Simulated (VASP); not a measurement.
Set up this calculation in VASP 6.6.1, as the native input.

```yaml
Task: single point
Functional: PBEsol
Potentials_or_basis: VASP PAW PBE potentials, release 64 (Ti_sv)
Cutoff: 500 eV
k_mesh: 20 × 20 × 11
Occupations: fermi-dirac, width 0.05 eV
Spin: no spin polarisation
Dipole_correction: no
Further_INCAR_settings: ALGO = Normal; EDIFF = 1e-06; NBANDS = 19
```

The structure of Ti lies in POSCAR:

```
Ti
1.0
    2.9004064859      0.0000000000      0.0000000000
   -1.4502032430      2.5118256981      0.0000000000
    0.0000000000      0.0000000000      4.5911775241
Ti
2
Direct
    0.3333333333      0.6666666667      0.2500000000
    0.6666666667      0.3333333333      0.7500000000
```

One way to write it, as run:

INCAR

```
  ALGO = Normal
  EDIFF = 1E-6
  ENCUT = 500
  GGA = PS
  GGA_COMPAT = False
  ISIF = 2
  ISMEAR = -1
  LASPH = True
  LCHARG = False
  LREAL = False
  LWAVE = False
  NBANDS = 19
  NELM = 120
  PREC = Accurate
  SIGMA = 0.05
```

KPOINTS

```
k-points
0
Gamma
  20 20 11
```

Potentials or basis: VASP PAW PBE potentials, release 64 (Ti_sv).

Command:

```console
$ cat potpaw_PBE.64/Ti_sv/POTCAR > POTCAR
$ mpirun -np 1 vasp_std > vasp.out
```

It gave:

| Quantity | Value |
| --- | --- |
| Pressure | -0.3 GPa |
| Band gap on the k mesh | zero (bands 12 and 13 overlap by 1.09 eV) |

Caveat: the PAW data sets were made with another functional, which shifts forces and pressure a little.

Run time: 57 s on 1 thread of Intel(R) Xeon(R) 6975P-C (Granite Rapids), on a shared host, peak memory 0.25 GiB.
